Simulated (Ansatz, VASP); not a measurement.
CoO: VASP beside Ansatz

The input INCAR:

```
PREC = Accurate
ENCUT = 520
EDIFF = 1E-7
ISMEAR = 0
SIGMA = 0.1
LREAL = False
LASPH = True
NELM = 150
ALGO = Normal
ISIF = 2
LWAVE = False
LCHARG = False
ISPIN = 2
MAGMOM = 2.74 0.35
LORBIT = 11
LMAXMIX = 4
GGA = PE
NBANDS = 18
```

File KPOINTS:

```
Automatic mesh
0
Gamma
  16 16 16
```

POSCAR

```
CoO
1.0
    0.0000000000      2.1658172666      2.1658172666
    2.1658172666      0.0000000000      2.1658172666
    2.1658172666      2.1658172666      0.0000000000
Co O
1 1
Direct
    0.0000000000      0.0000000000      0.0000000000
    0.5000000000      0.5000000000      0.5000000000
```

Input for Ansatz:

```yaml
crystal:
  lattice:
    - [0.0, 2.1658172664, 2.1658172664]
    - [2.1658172664, 0.0, 2.1658172664]
    - [2.1658172664, 2.1658172664, 0.0]
  atoms:
    - { symbol: Co, position: [0.0, 0.0, 0.0], spin: 2.74 }
    - { symbol: O, position: [0.5, 0.5, 0.5], spin: 0.35 }
basis:
  ecutwfc: 420
kpoints:
  mp_grid: { grid: [16, 16, 16] }
hamiltonian:
  xc: pbe
scf:
  occupations: { method: gaussian, width: 0.1 }
output:
  forces: true
  stress: true
  eigenvalues: true
  populations: true
  write_density: true
  write_potential: true
  elf: true
  volumetric_format: npy
magnetization:
  spin_polarized: true
```

Alike in both runs: task single point; functional PBE; k mesh 16 × 16 × 16; occupations gaussian, width 0.1 eV; collinear spin.

|  | VASP | Ansatz |
| --- | --- | --- |
| version | VASP 6.6.1 | Ansatz 0.2.0 |
| potentials or method | VASP PAW PBE potentials, release 64 (Co, O), cutoff 520 eV | scalar-relativistic, plane waves, PAW |
| valence electrons in the cell | 15 | 23 |

Ansatz gave:

```
gap on the k mesh at the Fermi level (eV)                     : none
pressure (GPa)                                                : -9.2
net moment per atom (μB)                                      : 1.50
size of the moment on the site where the two differ most (μB) : 2.55
```

Task: Estimate VASP's values.

Result: gap on the k mesh at the Fermi level (eV): none; pressure (GPa): -9.5; net moment per atom (μB): 1.49; size of the moment on the site where the two differ most (μB): 2.62.

Site moments also hang on the region over which each program counts them. A gap of «none» marks a metal or a gap that the smearing closes. VASP's potentials hold 15 valence electrons a cell and Ansatz's 23, so a difference there can come from the potentials and not from the codes.
